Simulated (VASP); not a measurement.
# Cu (P6_3/mmc) in VASP: notebook, part 2 of 2

VASP 6.6.1. The steps go on from the part before.

## (3) Single point, PBEsol

This run uses another cell than the first one, of 11.32 Å³/atom.

The input, INCAR:

```
SYSTEM = Cu
PREC     = Accurate       ! precision mode
ENCUT    = 520            ! plane-wave cutoff, eV
EDIFF    = 1E-6           ! SCF threshold, eV
ISMEAR   = 0              ! smearing method
SIGMA    = 0.1            ! smearing width, eV
LREAL    = .False.        ! projectors in reciprocal space
LASPH    = .True.         ! aspherical terms in the spheres
NELM     = 100            ! most SCF steps
ALGO     = Fast           ! electronic algorithm
ISIF     = 2              ! what is computed and relaxed
LWAVE    = .False.        ! write WAVECAR
LCHARG   = .False.        ! write CHGCAR
GGA      = PS             ! functional
NBANDS   = 30             ! bands
```

The input, KPOINTS:

```
regular mesh
0
Gamma
  24 24 6
  0 0 0
```

The input, POSCAR:

```
Cu
1.0
    2.5197984285      0.0000000000      0.0000000000
   -1.2598992142      2.1822094515      0.0000000000
    0.0000000000      0.0000000000      8.2352547795
Cu
4
Direct
    0.0000000000      0.0000000000      0.0000000000
    0.3333333333      0.6666666667      0.2500000000
    0.0000000000      0.0000000000      0.5000000000
    0.6666666667      0.3333333333      0.7500000000
```

Potentials or basis: VASP PAW PBE potentials, release 64 (Cu).

Command:

```sh
cat potpaw_PBE.64/Cu/POTCAR > POTCAR
mpirun -np 1 vasp_std > vasp.out
```

OUTCAR:

```text
SYSTEM = Cu
   PREC = Accurate
   ENCUT = 520
   EDIFF = 1E-6
   ISMEAR = 0
   LREAL = .False.
   LASPH = .True.
   NELM = 100
   ISIF = 2
   GGA = PS

 ion  position               nearest neighbor table
   1  0.000  0.000  0.000-   2 2.52   4 2.52   2 2.52   4 2.52   4 2.52   2 2.52
   2  0.333  0.667  0.250-   1 2.52   3 2.52   1 2.52   3 2.52   1 2.52   3 2.52
   3  0.000  0.000  0.500-   2 2.52   4 2.52   2 2.52   4 2.52   4 2.52   2 2.52
   4  0.667  0.333  0.750-   1 2.52   3 2.52   1 2.52   3 2.52   1 2.52   3 2.52

  LATTYP: Found a hexagonal cell.
 ALAT       =     2.5197984285
 C/A-ratio  =     3.2682196664

  Lattice vectors:

 A1 = (   2.5197984285,   0.0000000000,   0.0000000000)
 A2 = (  -1.2598992142,   2.1822094515,   0.0000000000)
 A3 = (   0.0000000000,   0.0000000000,   8.2352547795)

Analysis of symmetry for initial positions (statically):
=====================================================================
 Subroutine PRICEL returns:
 Original cell was already a primitive cell.

 Routine SETGRP: Setting up the symmetry group for a
 hexagonal supercell.

 Subroutine GETGRP returns: Found 24 space group operations
 (whereof 12 operations were pure point group operations)
 out of a pool of 24 trial point group operations.

The static configuration has the point symmetry D_3d.
 The point group associated with its full space group is D_6h.

Analysis of symmetry for dynamics (positions and initial velocities):
=====================================================================
 Subroutine PRICEL returns:
 Original cell was already a primitive cell.

 Routine SETGRP: Setting up the symmetry group for a
 hexagonal supercell.

 Subroutine GETGRP returns: Found 24 space group operations
 (whereof 12 operations were pure point group operations)
 out of a pool of 24 trial point group operations.

The dynamic configuration has the point symmetry D_3d.
 The point group associated with its full space group is D_6h.

 Subroutine INISYM returns: Found 24 space group operations
[... 122 lines left out ...]
  volume/ion in A,a.u.               =      11.32        76.40
  Fermi-wavevector in a.u.,A,eV,Ry     =   1.621484  3.064160 35.772573  2.629210
  Thomas-Fermi vector in A             =   2.715252
   LORBIT       =      0    0 simple, 1 ext, 2 COOP (PROOUT), +10 PAW based schemes
   GGA     = PS    functional components
   LHFCALC =     F    Hartree Fock is set to
   AEXX    =    0.0000 exact exchange contribution
   IVDW    =     0    specifies the selected vdW correction
   LEPSILON=     F    determine dielectric tensor
   LRPA    =     F    only Hartree local field effects (RPA)
 non-spin polarized calculation
 RMM-DIIS sequential band-by-band and
 Gauss-broadening in eV      SIGMA  =   0.10
  energy-cutoff  :      520.00
  volume of cell :       45.28
 maximum number of plane-waves:      1242
 NGX is ok and might be reduce to    20
   NGX =  9   NGY =  9   NGZ = 31

 number of electron      43.9999982 magnetization

 Free energy of the ion-electron system (eV)
  ---------------------------------------------------
  ext. energy  EPLUGINS =         0.00000000
  ---------------------------------------------------
  free energy    TOTEN  =       -17.22146329 eV

  energy without entropy =      -17.21653156  energy(sigma->0) =      -17.21899743

 E-fermi :   7.9347     XC(G=0): -13.1565

 val. band max:        7.9305335093   @ k =   0.2083   0.0417   0.5000
 cond. band min:       7.9432426078   @ k =   0.5000   0.0000   0.5000
 fundamental gap:      0.0127090985
 Fermi energy:         7.9346510368

 k-point     1 :       0.0000    0.0000    0.0000
  band No.  band energies     occupation
      1      -1.7823      2.00000
      2       0.3956      2.00000
      3       0.4002      2.00000
      4       2.5959      2.00000
      5       4.5004      2.00000
      6       4.5080      2.00000
[... 781 lines left out ...]
     29      18.4707      0.00000
     30      18.8162      0.00000

 [... further k-points ...]

------------------------ aborting loop because EDIFF is reached ----------------------------------------

  FORCE on cell =-STRESS in cart. coord.  units (eV):
  Direction    XX          YY          ZZ          XY          YZ          ZX
  --------------------------------------------------------------------------------------
  -------------------------------------------------------------------------------------
  Total        0.1747728      0.1747728      0.2614286      0.0000000     -0.0000000      0.0000000
  in kB        6.1836551      6.1836551      9.2496320      0.0000000     -0.0000000      0.0000000
  external PRESSURE =       7.2056474 kB  Pullay stress =       0.0000000 kB

 VOLUME and BASIS-vectors are now :
 -----------------------------------------------------------------------------
  energy-cutoff  :      520.00
  volume of cell :       45.28
      direct lattice vectors                 reciprocal lattice vectors
     2.519798429  0.000000000  0.000000000     0.396857141  0.229125577  0.000000000
    -1.259899214  2.182209451  0.000000000     0.000000000  0.458251154  0.000000000
     0.000000000  0.000000000  8.235254779     0.000000000  0.000000000  0.121429151

 POSITION                                       TOTAL-FORCE (eV/Angst)
 -----------------------------------------------------------------------------------
      0.00000      0.00000      0.00000        -0.000000     -0.000000      0.000000
     -0.00000      1.45481      2.05881        -0.000000      0.000000      0.000000
      0.00000      0.00000      4.11763        -0.000000     -0.000000      0.000000
      1.25990      0.72740      6.17644         0.000000     -0.000000     -0.000000
 -----------------------------------------------------------------------------------
    total drift:                                0.000000     -0.000000      0.000000

  FREE ENERGIE OF THE ION-ELECTRON SYSTEM (eV)
  ---------------------------------------------------
  free  energy   TOTEN  =       -17.2214632867 eV

  energy  without entropy=      -17.2165315647  energy(sigma->0) =      -17.21899743
```

OSZICAR:

```text
N       E                     dE             d eps       ncg     rms          rms(c)
DAV:   1     0.335819231849E+03    0.33582E+03   -0.19851E+04 15504   0.266E+03
DAV:   2     0.102801692202E+02   -0.32554E+03   -0.31296E+03 14646   0.397E+02
DAV:   3    -0.208132315231E+02   -0.31093E+02   -0.29368E+02 16112   0.169E+02
DAV:   4    -0.216193523565E+02   -0.80612E+00   -0.80447E+00 16908   0.369E+01
DAV:   5    -0.216304825138E+02   -0.11130E-01   -0.11129E-01 18426   0.427E+00    0.169E+01
RMM:   6    -0.186816676424E+02    0.29488E+01   -0.34413E+01 16165   0.880E+01    0.893E+00
RMM:   7    -0.172488605583E+02    0.14328E+01   -0.65871E+00 15901   0.411E+01    0.182E+00
RMM:   8    -0.172214269208E+02    0.27434E-01   -0.28088E-01 17079   0.362E+00    0.365E-01
RMM:   9    -0.172219783118E+02   -0.55139E-03   -0.44569E-02 17265   0.281E+00    0.207E-01
RMM:  10    -0.172212246828E+02    0.75363E-03   -0.10649E-02 17230   0.138E+00    0.814E-02
RMM:  11    -0.172214585796E+02   -0.23390E-03   -0.33079E-03 18245   0.594E-01    0.888E-02
RMM:  12    -0.172214235562E+02    0.35023E-04   -0.93178E-04 17648   0.301E-01    0.860E-03
RMM:  13    -0.172214554342E+02   -0.31878E-04   -0.31622E-04 18491   0.153E-01    0.466E-03
RMM:  14    -0.172214613798E+02   -0.59456E-05   -0.56461E-05 15957   0.679E-02    0.963E-03
RMM:  15    -0.172214625642E+02   -0.11844E-05   -0.25342E-05 15856   0.581E-02    0.212E-03
RMM:  16    -0.172214632867E+02   -0.72243E-06   -0.80352E-06 11749   0.186E-02
   1 F= -.17221463E+02 E0= -.17218997E+02  d E =-.493172E-02
```

stdout:

```text
POSCAR found type information on POSCAR Cu
 POSCAR found :  1 types and       4 ions
 scaLAPACK will be used
 -----------------------------------------------------------------------------
|                                                                             |
|                                                                             |
|     You enforced a specific xc type in the INCAR file but a different       |
|     I HOPE YOU KNOW WHAT YOU ARE DOING!                                     |
|                                                                             |
 -----------------------------------------------------------------------------

 LDA part: xc-table for (Slater+PW92), standard interpolation
 POSCAR, INCAR and KPOINTS ok, starting setup
 FFT: planning ... GRIDC
 FFT: planning ... GRID_SOFT
 FFT: planning ... GRID
 WAVECAR not read
 entering main loop
```

It took 3.6 min on 1 thread of Intel Xeon Platinum 8559C (Emerald Rapids), shared host; peak memory 0.34 GiB.

Results:

* Free energy: -17.2215 eV
* Pressure: 0.7 GPa
* Band gap on the k mesh: zero (bands 22 and 23 overlap by 5.25 eV)

Caveat: the PAW data sets were made with another functional, which shifts forces and pressure a little.

## (4) Single point, PBEsol (uniaxial strain along c: +1.5 %, then relaxed in part)

The input, INCAR:

```
SYSTEM = Cu
ALGO     = Fast           ! electronic algorithm
EDIFF    = 1E-6           ! SCF threshold, eV
ENCUT    = 520            ! plane-wave cutoff, eV
GGA      = PS             ! functional
ISIF     = 2              ! what is computed and relaxed
ISMEAR   = 0              ! smearing method
LASPH    = .TRUE.         ! aspherical terms in the spheres
LCHARG   = .FALSE.        ! write CHGCAR
LREAL    = .FALSE.        ! projectors in reciprocal space
LWAVE    = .FALSE.        ! write WAVECAR
NBANDS   = 30             ! bands
NELM     = 80             ! most SCF steps
PREC     = Accurate       ! precision mode
SIGMA    = 0.1            ! smearing width, eV
```

The input, KPOINTS:

```
k-points
0
G
  24 24 6
  0 0 0
```

The input, POSCAR:

```
Cu
1.0
    2.5102955542      0.0000000000      0.0000000000
   -1.2551477771      2.1739797210      0.0000000000
    0.0000000000      0.0000000000      8.3587836012
Cu
4
Direct
    0.0000000000      0.0000000000      0.0000000000
    0.3333333329      0.6666666671      0.2500000000
    0.0000000000      0.0000000000      0.5000000000
    0.6666666671      0.3333333329      0.7500000000
```

Command:

```sh
cat potpaw_PBE.64/Cu/POTCAR > POTCAR
mpirun -np 1 vasp_std > vasp.out
```

Run time: 4 min. Hardware: 1 thread of Intel Xeon Platinum 8559C (Emerald Rapids), shared host; peak memory 0.34 GiB.

Results (log left out):

```yaml
Free_energy: -17.2163 eV
Pressure: -0.2 GPa
Band_gap_on_the_k_mesh: zero (bands 22 and 23 overlap by 5.34 eV)
```

Stress tensor (GPa, compression positive):
```
 0.90  0.00  0.00
 0.00  0.90  0.00
 0.00  0.00 -2.55
```

Levels at points of the mesh, in eV from the Fermi level:
```
           k point  band 19  band 20  band 21  band 22  band 23  band 24  band 25  band 26
(0.00, 0.00, 0.00)    -2.14    -1.99    -1.99    -1.71    -1.71    -1.32     3.65    12.21
(0.50, 0.00, 0.00)    -1.54    -1.54    -0.66     0.35     1.02     1.60     4.80     4.80
(0.00, 0.00, 0.50)    -2.28    -2.28    -1.82    -1.82    -1.82    -1.82     6.71     6.71
(0.50, 0.00, 0.50)    -1.54    -1.54     0.05     0.05     1.39     1.39     5.25     5.25
```

Caveat: the cell differs from its parent crystal (uniaxial strain along c: +1.5 %, then relaxed in part); the PAW data sets were made with another functional, which shifts forces and pressure a little.

## (5) Single point, PBEsol (uniaxial strain along c: +1.5 %)

The input, INCAR:

```
  ALGO = Fast
  EDIFF = 1E-6
  ENCUT = 520
  GGA = PS
  ISIF = 2
  ISMEAR = 0
  LASPH = True
  LCHARG = False
  LREAL = False
  LWAVE = False
  NBANDS = 30
  NELM = 80
  PREC = Accurate
  SIGMA = 0.1
```

The input, KPOINTS:

```
k-points
0
Gamma
  24 24 6
```

The input, POSCAR:

```
Cu
1.0
    2.5103491844      0.0000000000      0.0000000000
   -1.2551745922      2.1740261660      0.0000000000
    0.0000000000      0.0000000000      8.3587836012
Cu
4
Direct
    0.0000000000      0.0000000000      0.0000000000
    0.3333333333      0.6666666667      0.2500000000
    0.0000000000      0.0000000000      0.5000000000
    0.6666666667      0.3333333333      0.7500000000
```

Command:

```sh
cat potpaw_PBE.64/Cu/POTCAR > POTCAR
mpirun -np 1 vasp_std > vasp.out
```

Wall time 3.9 min (1 thread of Intel Xeon Platinum 8559C (Emerald Rapids), shared host); peak memory 0.35 GiB.

The run converged. Its results:

* Free energy: -17.2163 eV
* Pressure: -0.3 GPa
* Band gap on the k mesh: zero (bands 22 and 23 overlap by 5.34 eV)

Stress tensor (GPa, compression positive):
```
 0.87  0.00  0.00
 0.00  0.87  0.00
 0.00  0.00 -2.58
```

Levels at points of the mesh, in eV from the Fermi level:
| k point | band 19 | band 20 | band 21 | band 22 | band 23 | band 24 | band 25 | band 26 |
| --- | --- | --- | --- | --- | --- | --- | --- | --- |
| (0.00, 0.00, 0.00) | -2.14 | -1.99 | -1.99 | -1.71 | -1.71 | -1.32 | 3.65 | 12.21 |
| (0.50, 0.00, 0.00) | -1.54 | -1.54 | -0.66 | 0.35 | 1.02 | 1.60 | 4.80 | 4.80 |
| (0.00, 0.00, 0.50) | -2.28 | -2.28 | -1.82 | -1.82 | -1.82 | -1.82 | 6.71 | 6.71 |
| (0.50, 0.00, 0.50) | -1.54 | -1.54 | 0.05 | 0.05 | 1.39 | 1.39 | 5.25 | 5.25 |

Caveat: the cell differs from its parent crystal (uniaxial strain along c: +1.5 %); the PAW data sets were made with another functional, which shifts forces and pressure a little.

## (6) Single point, PBEsol (uniaxial strain along c: +3.0 %)

INCAR is that of step 5.

KPOINTS is that of step 5.

The input, POSCAR:

```
Cu
1.0
    2.5008999403      0.0000000000      0.0000000000
   -1.2504499701      2.1658428806      0.0000000000
    0.0000000000      0.0000000000      8.4823124229
Cu
4
Direct
    0.0000000000      0.0000000000      0.0000000000
    0.3333333329      0.6666666671      0.2500000000
    0.0000000000      0.0000000000      0.5000000000
    0.6666666671      0.3333333329      0.7500000000
```

Potentials or basis: VASP PAW PBE potentials, release 64 (Cu).

Command:

```sh
cat potpaw_PBE.64/Cu/POTCAR > POTCAR
mpirun -np 1 vasp_std > vasp.out
```

Run time: 4.6 min. Hardware: 1 thread of Intel Xeon Platinum 8559C (Emerald Rapids), shared host; peak memory 0.34 GiB.

Results (log left out):

```yaml
Free_energy: -17.1962 eV
Pressure: -1.3 GPa
Band_gap_on_the_k_mesh: zero (bands 22 and 23 overlap by 5.43 eV)
```

Stress tensor (GPa, compression positive):
```
 0.98  0.00  0.00
 0.00  0.98  0.00
 0.00  0.00 -5.99
```

Levels at points of the mesh, in eV from the Fermi level:
| k point | band 20 | band 21 | band 22 | band 23 | band 24 | band 25 |
| --- | --- | --- | --- | --- | --- | --- |
| (0.00, 0.00, 0.00) | -1.99 | -1.99 | -1.71 | -1.71 | -1.46 | 3.36 |
| (0.50, 0.00, 0.00) | -1.51 | -0.61 | 0.38 | 1.05 | 1.63 | 4.81 |
| (0.00, 0.00, 0.50) | -2.25 | -1.82 | -1.82 | -1.82 | -1.82 | 6.33 |
| (0.50, 0.00, 0.50) | -1.52 | 0.08 | 0.08 | 1.42 | 1.42 | 5.23 |

Caveat: the cell differs from its parent crystal (uniaxial strain along c: +3.0 %); the stress differs along the axes, from -6 to 1 GPa; the PAW data sets were made with another functional, which shifts forces and pressure a little.

## (7) Summary

```tsv
cell	further INCAR settings	gap on the mesh (eV)	pressure (GPa)
a = 2.529, b = 2.529, c = 8.112 Å, angles 90.0, 90.0, 120.0°, 4 atoms	ALGO = Fast; EDIFF = 1e-07; NBANDS = 30	none	2.1
a = 2.520, b = 2.520, c = 8.235 Å, angles 90.0, 90.0, 120.0°, 4 atoms	ALGO = Fast; EDIFF = 1e-06; NBANDS = 30	none	0.7
a = 2.510, b = 2.510, c = 8.359 Å, angles 90.0, 90.0, 120.0°, 4 atoms	ALGO = Fast; EDIFF = 1e-06; NBANDS = 30	none	-0.3
a = 2.501, b = 2.501, c = 8.482 Å, angles 90.0, 90.0, 120.0°, 4 atoms	ALGO = Fast; EDIFF = 1e-06; NBANDS = 30	none	-1.3
```

Alike in all rows: task single point; level PBEsol; potentials or basis VASP PAW PBE potentials, release 64 (Cu); no spin polarisation; k mesh 24 × 24 × 6; cutoff (eV) 520; smearing gaussian 0.1 eV.

Caveats: the PAW data sets were made with another functional, which shifts forces and pressure a little; the stress differs along the axes, from -6 to 1 GPa (at least some runs).

Total energies depend on the potentials used, so only differences within one code and one set of settings carry meaning.

The gap in the log of VASP goes by the Fermi energy; the results here count the filled bands.